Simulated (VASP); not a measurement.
Co, 4 atoms in the cell. Symmetry: P6_3/mmc, No. 194, hexagonal system. Conventional cell: a = 2.449 Å, b = 2.449 Å, c = 7.981 Å, α = 90.00°, β = 90.00°, γ = 120.00°. Within 3.2 Å of Co (site symmetry -3m) lie 12 Co at 2.45 Å. Within 3.2 Å of Co (site symmetry -6m2) lie 12 Co at 2.45 Å. 

- Program: VASP 6.6.1
- Task: single point
- Functional: r2SCAN
- Potentials or basis: VASP PAW PBE potentials, release 64 (Co)
- Cutoff: 520 eV
- k mesh: 17 × 17 × 5
- Occupations: fermi-dirac, width 0.1 eV
- Spin: no spin polarisation
- Dipole correction: no
- Further INCAR settings: ALGO = Normal; EDIFF = 1e-07; NBANDS = 26

Potentials or basis: VASP PAW PBE potentials, release 64 (Co).

Run with:

```sh
$ cat potpaw_PBE.64/Co/POTCAR > POTCAR
$ cp INCAR.step1 INCAR
$ mpirun -np 1 vasp_std > vasp.out
$ cp INCAR.step2 INCAR
$ mpirun -np 1 vasp_std > vasp.out
```

Hardware: 1 thread of Intel Xeon 8259CL, with other jobs on the host.

Q: How long does it take, and how much memory?

A: Run time: 6.5 min on 1 thread of Intel Xeon 8259CL, on a shared host, peak memory 0.22 GiB. Counts: k points 99.
